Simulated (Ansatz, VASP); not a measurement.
# BaF2 in VASP and in Ansatz

```
Ba F
1.0
     0.00000    3.09757    3.09757
     3.09757    0.00000    3.09757
     3.09757    3.09757    0.00000
Ba F
1 2
Direct
  0.00000 0.00000 0.00000
  0.25000 0.25000 0.25000
  0.75000 0.75000 0.75000
```

Alike in both runs: functional r2SCAN; k mesh 8 × 8 × 8; occupations fermi-dirac, width 0.02 eV; no spin polarisation.

Ansatz relaxed the structure, and its values are those at the end. VASP's run is a single point on that final structure, the one shown.

|  | VASP | Ansatz |
| --- | --- | --- |
| version | VASP 6.6.1 | Ansatz 0.2.0 |
| potentials or method | VASP PAW PBE potentials, release 64 (Ba_sv, F), cutoff 660 eV | PAW plane waves |
| valence electrons in the cell | 24 | 24 |

```tsv
	VASP	Ansatz	Ansatz less VASP
gap on the k mesh at the Fermi level (eV)	7.34	7.41	+0.073
pressure (GPa)	0.9	0.0	-0.88
```

VASP's potentials were made for PBE, not for r2SCAN. The functional is the same, so the differences come from potentials, cutoffs and numerics. Ansatz's warnings: stress scf threshold loose.

Neither program's run includes spin-orbit coupling.
